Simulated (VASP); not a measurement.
Crystal: PbO2 (Plattnerite).

```
Pb O
1.0
     4.95770    0.00000    0.00000
     0.00000    4.95770    0.00000
     0.00000    0.00000    3.38790
Pb O
2 4
Direct
  0.00000 0.00000 0.00000
  0.50000 0.50000 0.50000
  0.30720 0.30720 0.00000
  0.19280 0.80720 0.50000
  0.69280 0.69280 0.00000
  0.80720 0.19280 0.50000
```

```yaml
Program: VASP 6.6.1
Task: relaxation of cell and atoms
Functional: PBE
Potentials_or_basis: VASP PAW PBE potentials, release 64 (Pb_d, O)
Cutoff: 600 eV
k_mesh: 6 × 6 × 8
Occupations: fermi-dirac, width 0.02 eV
Spin: no spin polarisation
```

At the start: pressure 9.1 GPa; volume 13.88 Å³/atom.

Question: How do energy, volume and symmetry change on relaxing?

Answer: Over 9 steps the energy falls by 24.6 meV/atom and the volume is 14.83 Å³/atom (+6.9 %); space group P4_2/mnm (No. 136, to 0.05 Å).

The path:
```csv
step,energy change (eV),largest force (eV/Å),pressure (GPa),volume (Å³)
1,0.0000,0.0679,9.10,83.27
2,-0.0631,0.1825,-5.30,93.13
3,-0.1438,0.0929,0.03,88.65
4,-0.1437,0.0901,0.18,88.54
5,-0.1462,0.0369,0.16,88.67
6,-0.1474,0.0298,0.15,88.85
7,-0.1476,0.0089,-0.14,89.07
8,-0.1476,0.0116,-0.11,89.05
9,-0.1477,0.0001,-0.01,88.98
```

Final structure:
```
Pb O
1.0
     5.08200    0.00000    0.00000
     0.00000    5.08200    0.00000
     0.00000    0.00000    3.44545
Pb O
2 4
Direct
  0.00000 0.00000 0.00000
  0.50000 0.50000 0.50000
  0.30791 0.30791 0.00000
  0.19209 0.80791 0.50000
  0.69209 0.69209 0.00000
  0.80791 0.19209 0.50000
```
